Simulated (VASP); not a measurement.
# ZrC (P6_3/mmc) in VASP: further runs, part 2 of 2

VASP 6.6.1. The steps go on from the part before.

## (3) Single point, LDA

INCAR reads:

```
ALGO = Normal
EDIFF = 1E-6
ENCUT = 520
GGA = CA
ISIF = 2
ISMEAR = -1
LASPH = True
LCHARG = True
LELF = True
LREAL = False
LVHAR = True
LWAVE = False
NBANDS = 24
NELM = 100
PREC = Accurate
SIGMA = 0.05
```

KPOINTS reads:

```
k-points
0
Gamma
  7 7 4
```

POSCAR reads:

```
ZrC
1.0
    3.3914762718      0.0000000000      0.0000000000
   -1.6957381359      2.9371046077      0.0000000000
    0.0000000000      0.0000000000      5.2900530000
Zr C
2 2
Direct
    0.6666666667      0.3333333333      0.7500000000
    0.3333333333      0.6666666667      0.2500000000
    0.0000000000      0.0000000000      0.5000000000
    0.0000000000      0.0000000000      0.0000000000
```

Potentials or basis: VASP PAW LDA potentials, release 64 (Zr_sv, C).

On the command line:

```sh
$ cat potpaw_LDA.64/Zr_sv/POTCAR potpaw_LDA.64/C/POTCAR > POTCAR
$ mpirun -np 1 vasp_std > vasp.out
```

OUTCAR:

```text
EDIFF = 1E-6
   ENCUT = 520
   GGA = CA
   ISIF = 2
   ISMEAR = -1
   LASPH = True
   LREAL = False
   NELM = 100
   PREC = Accurate

 ion  position               nearest neighbor table
   1  0.667  0.333  0.750-   3 2.36   4 2.36   3 2.36   4 2.36   3 2.36   4 2.36   2 3.29   2 3.29
                             2 3.29   2 3.29   2 3.29   2 3.29
   2  0.333  0.667  0.250-   3 2.36   4 2.36   3 2.36   4 2.36   3 2.36   4 2.36   1 3.29   1 3.29
                             1 3.29   1 3.29   1 3.29   1 3.29
   3  0.000  0.000  0.500-   1 2.36   2 2.36   2 2.36   1 2.36   1 2.36   2 2.36
   4  0.000  0.000  0.000-   1 2.36   2 2.36   2 2.36   1 2.36   1 2.36   2 2.36

  LATTYP: Found a hexagonal cell.
 ALAT       =     3.3914762718
 C/A-ratio  =     1.5598083478

  Lattice vectors:

 A1 = (   3.3914762718,   0.0000000000,   0.0000000000)
 A2 = (  -1.6957381359,   2.9371046077,   0.0000000000)
 A3 = (   0.0000000000,   0.0000000000,   5.2900530000)

Analysis of symmetry for initial positions (statically):
=====================================================================
 Subroutine PRICEL returns:
 Original cell was already a primitive cell.

 Routine SETGRP: Setting up the symmetry group for a
 hexagonal supercell.

 Subroutine GETGRP returns: Found 24 space group operations
 (whereof 12 operations were pure point group operations)
 out of a pool of 24 trial point group operations.

The static configuration has the point symmetry D_3d.
 The point group associated with its full space group is D_6h.

Analysis of symmetry for dynamics (positions and initial velocities):
=====================================================================
 Subroutine PRICEL returns:
 Original cell was already a primitive cell.

 Routine SETGRP: Setting up the symmetry group for a
 hexagonal supercell.

 Subroutine GETGRP returns: Found 24 space group operations
 (whereof 12 operations were pure point group operations)
 out of a pool of 24 trial point group operations.

[... 121 lines left out ...]
   IALGO  =     38    algorithm
   IMIX   =      4    mixing-type and parameters
     AMIX     =   0.40;   BMIX     =  1.00
     AMIX_MAG =   1.60;   BMIX_MAG =  1.00
  volume/ion in A,a.u.               =      13.17        88.90
  Fermi-wavevector in a.u.,A,eV,Ry     =   1.386337  2.619797 26.149441  1.921930
  Thomas-Fermi vector in A             =   2.510662
   LORBIT       =      0    0 simple, 1 ext, 2 COOP (PROOUT), +10 PAW based schemes
   GGA     = CA    functional components
   LHFCALC =     F    Hartree Fock is set to
   AEXX    =    0.0000 exact exchange contribution
   IVDW    =     0    specifies the selected vdW correction
   LEPSILON=     F    determine dielectric tensor
   LRPA    =     F    only Hartree local field effects (RPA)
 non-spin polarized calculation
  energy-cutoff  :      520.00
  volume of cell :       52.69
 maximum number of plane-waves:      1435
 NGX is ok and might be reduce to    28
   NGX = 13   NGY = 13   NGZ = 19

 number of electron      32.0000001 magnetization

 Free energy of the ion-electron system (eV)
  ---------------------------------------------------
  ext. energy  EPLUGINS =         0.00000000
  ---------------------------------------------------
  free energy    TOTEN  =       -41.82129194 eV

  energy without entropy =      -41.81777409  energy(sigma->0) =      -41.81953302

 E-fermi :   9.5523     XC(G=0): -12.2833

 val. band max:        9.4069012928   @ k =   0.1429   0.1429   0.2500
 cond. band min:       9.6124626588   @ k =   0.1429  -0.0000   0.0000
 fundamental gap:      0.2055613660
 Fermi energy:         9.5523461780

 k-point     1 :       0.0000    0.0000    0.0000
  band No.  band energies     occupation
      1     -38.4876      2.00000
      2     -38.3714      2.00000
      3     -17.1921      2.00000
      4     -16.4928      2.00000
      5     -16.4928      2.00000
      6     -16.3930      2.00000
[... 637 lines left out ...]
     23      16.1338      0.00000
     24      16.1338      0.00000

------------------------ aborting loop because EDIFF is reached ----------------------------------------

  FORCE on cell =-STRESS in cart. coord.  units (eV):
  Direction    XX          YY          ZZ          XY          YZ          ZX
  --------------------------------------------------------------------------------------
  -------------------------------------------------------------------------------------
  Total       -4.1160641     -4.1160641     -2.8826402      0.0000000      0.0000000     -0.0000000
  in kB     -125.1481665   -125.1481665    -87.6461401      0.0000000      0.0000000     -0.0000000
  external PRESSURE =    -112.6474910 kB  Pullay stress =       0.0000000 kB

 VOLUME and BASIS-vectors are now :
 -----------------------------------------------------------------------------
  energy-cutoff  :      520.00
  volume of cell :       52.69
      direct lattice vectors                 reciprocal lattice vectors
     3.391476272  0.000000000  0.000000000     0.294856847  0.170235680  0.000000000
    -1.695738136  2.937104608  0.000000000     0.000000000  0.340471360  0.000000000
     0.000000000  0.000000000  5.290053000     0.000000000  0.000000000  0.189034023

 POSITION                                       TOTAL-FORCE (eV/Angst)
 -----------------------------------------------------------------------------------
      1.69574      0.97903      3.96754        -0.000000      0.000000      0.000000
     -0.00000      1.95807      1.32251         0.000000     -0.000000      0.000000
      0.00000      0.00000      2.64503         0.000000      0.000000      0.000000
      0.00000      0.00000      0.00000         0.000000      0.000000      0.000000
 -----------------------------------------------------------------------------------
    total drift:                               -0.000000      0.000000     -0.000000

  FREE ENERGIE OF THE ION-ELECTRON SYSTEM (eV)
  ---------------------------------------------------
  free  energy   TOTEN  =       -41.8212919414 eV

  energy  without entropy=      -41.8177740886  energy(sigma->0) =      -41.81953302
```

stdout:

```text
POSCAR found type information on POSCAR ZrC
 POSCAR found :  2 types and       4 ions
 scaLAPACK will be used
 LDA part: xc-table for (Slater(with rela. corr.)+CA(PZ))
 , standard interpolation
 POSCAR, INCAR and KPOINTS ok, starting setup
 FFT: planning ... GRIDC
 FFT: planning ... GRID_SOFT
 FFT: planning ... GRID
 WAVECAR not read
 entering main loop
```

Run time: 64 s. Hardware: 1 thread of Intel Xeon 8259CL, shared host; peak memory 0.16 GiB.

Results:

* Free energy: -41.8213 eV
* Pressure: -11.3 GPa
* Band gap on the k mesh: zero (bands 16 and 17 overlap by 1.09 eV)

Caveat: the cell stands under tension.

## (4) Single point, PBE

This run uses another cell than the first one, of 13.04 Å³/atom.

INCAR reads:

```
ALGO = Normal
EDIFF = 1E-7
ENCUT = 520
GGA = PE
ISIF = 2
ISMEAR = -1
LASPH = True
LCHARG = True
LELF = True
LREAL = False
LVHAR = True
LWAVE = False
NBANDS = 24
NELM = 60
PREC = Accurate
SIGMA = 0.05
```

KPOINTS is that of step 3.

POSCAR reads:

```
ZrC
1.0
    3.3606742688      0.0000000000      0.0000000000
   -1.6803371344      2.9104292907      0.0000000000
    0.0000000000      0.0000000000      5.3315697010
Zr C
2 2
Direct
    0.6666666667      0.3333333333      0.7500000000
    0.3333333333      0.6666666667      0.2500000000
    0.0000000000      0.0000000000      0.5000000000
    0.0000000000      0.0000000000      0.0000000000
```

Potentials or basis: VASP PAW PBE potentials, release 64 (Zr_sv, C).

On the command line:

```sh
$ cat potpaw_PBE.64/Zr_sv/POTCAR potpaw_PBE.64/C/POTCAR > POTCAR
$ mpirun -np 1 vasp_std > vasp.out
```

OUTCAR:

```text
EDIFF = 1E-7
   ENCUT = 520
   GGA = PE
   ISIF = 2
   ISMEAR = -1
   LASPH = True
   LREAL = False
   NELM = 60
   PREC = Accurate

 ion  position               nearest neighbor table
   1  0.667  0.333  0.750-   3 2.35   4 2.35   3 2.35   4 2.35   3 2.35   4 2.35   2 3.30   2 3.30
                             2 3.30   2 3.30   2 3.30   2 3.30
   2  0.333  0.667  0.250-   3 2.35   4 2.35   3 2.35   4 2.35   3 2.35   4 2.35   1 3.30   1 3.30
                             1 3.30   1 3.30   1 3.30   1 3.30
   3  0.000  0.000  0.500-   1 2.35   2 2.35   1 2.35   2 2.35   1 2.35   2 2.35
   4  0.000  0.000  0.000-   1 2.35   2 2.35   1 2.35   2 2.35   1 2.35   2 2.35

  LATTYP: Found a hexagonal cell.
 ALAT       =     3.3606742688
 C/A-ratio  =     1.5864583338

  Lattice vectors:

 A1 = (   3.3606742688,   0.0000000000,   0.0000000000)
 A2 = (  -1.6803371344,   2.9104292907,   0.0000000000)
 A3 = (   0.0000000000,   0.0000000000,   5.3315697010)

Analysis of symmetry for initial positions (statically):
=====================================================================
 Subroutine PRICEL returns:
 Original cell was already a primitive cell.

[... 174 lines left out ...]
 E-fermi :   9.8783     XC(G=0): -12.1134

 val. band max:        9.7232351669   @ k =   0.1429   0.1429   0.2500
 cond. band min:       9.9406043309   @ k =   0.1429   0.0000   0.0000
 fundamental gap:      0.2173691640
 Fermi energy:         9.8782579904

 k-point     1 :       0.0000    0.0000    0.0000
  band No.  band energies     occupation
      1     -38.4665      2.00000
      2     -38.3553      2.00000
      3     -17.0224      2.00000
      4     -16.3025      2.00000
      5     -16.3025      2.00000
      6     -16.2110      2.00000
[... 637 lines left out ...]
     23      16.4749      0.00000
     24      16.4749      0.00000

------------------------ aborting loop because EDIFF is reached ----------------------------------------

  FORCE on cell =-STRESS in cart. coord.  units (eV):
  Direction    XX          YY          ZZ          XY          YZ          ZX
  --------------------------------------------------------------------------------------
  -------------------------------------------------------------------------------------
  Total        0.0654373      0.0654373      0.0700657      0.0000000      0.0000000     -0.0000000
  in kB        2.0104702      2.0104702      2.1526710      0.0000000      0.0000000     -0.0000000
  external PRESSURE =       2.0578705 kB  Pullay stress =       0.0000000 kB

 VOLUME and BASIS-vectors are now :
 -----------------------------------------------------------------------------
  energy-cutoff  :      520.00
  volume of cell :       52.15
      direct lattice vectors                 reciprocal lattice vectors
     3.360674269  0.000000000  0.000000000     0.297559335  0.171795962  0.000000000
    -1.680337134  2.910429291  0.000000000     0.000000000  0.343591924  0.000000000
     0.000000000  0.000000000  5.331569701     0.000000000  0.000000000  0.187562023

 POSITION                                       TOTAL-FORCE (eV/Angst)
 -----------------------------------------------------------------------------------
      1.68034      0.97014      3.99868         0.000000     -0.000000      0.000000
     -0.00000      1.94029      1.33289        -0.000000      0.000000      0.000000
      0.00000      0.00000      2.66578        -0.000000     -0.000000      0.000000
      0.00000      0.00000      0.00000        -0.000000     -0.000000      0.000000
 -----------------------------------------------------------------------------------
    total drift:                               -0.000000      0.000000     -0.000000

  FREE ENERGIE OF THE ION-ELECTRON SYSTEM (eV)
  ---------------------------------------------------
  free  energy   TOTEN  =       -38.2614747717 eV

  energy  without entropy=      -38.2581771740  energy(sigma->0) =      -38.25982597
```

stdout:

```text
POSCAR found type information on POSCAR ZrC
 POSCAR found :  2 types and       4 ions
 scaLAPACK will be used
 LDA part: xc-table for (Slater+PW92), standard interpolation
 POSCAR, INCAR and KPOINTS ok, starting setup
 FFT: planning ... GRIDC
 FFT: planning ... GRID_SOFT
 FFT: planning ... GRID
 WAVECAR not read
 entering main loop
```

Run time: 77 s. Hardware: 1 thread of Intel Xeon 8259CL, shared host; peak memory 0.18 GiB.

Results:

```
Free energy            : -38.2615 eV
Pressure               : 0.2 GPa
Band gap on the k mesh : zero (bands 16 and 17 overlap by 1.02 eV)
```

## (5) Summary

```tsv
level	potentials or basis	cell	gap on the mesh (eV)	pressure (GPa)
BLYP	VASP PAW PBE potentials, release 64 (Zr_sv, C)	a = 3.391, b = 3.391, c = 5.290 Å, angles 90.0, 90.0, 120.0°, 4 atoms	none	5.5
LDA	VASP PAW LDA potentials, release 64 (Zr_sv, C)	a = 3.391, b = 3.391, c = 5.290 Å, angles 90.0, 90.0, 120.0°, 4 atoms	none	-11.3
PBE	VASP PAW PBE potentials, release 64 (Zr_sv, C)	a = 3.361, b = 3.361, c = 5.332 Å, angles 90.0, 90.0, 120.0°, 4 atoms	none	0.2
```

Alike in all rows: task single point; no spin polarisation; k mesh 7 × 7 × 4; cutoff (eV) 520; smearing fermi-dirac 0.05 eV.

Caveats: the cell stands under pressure (at least some runs); the PAW data sets were made with another functional, which shifts forces and pressure a little (at least some runs); the cell stands under tension (at least some runs).

Total energies depend on the potentials used, so only differences within one code and one set of settings carry meaning.
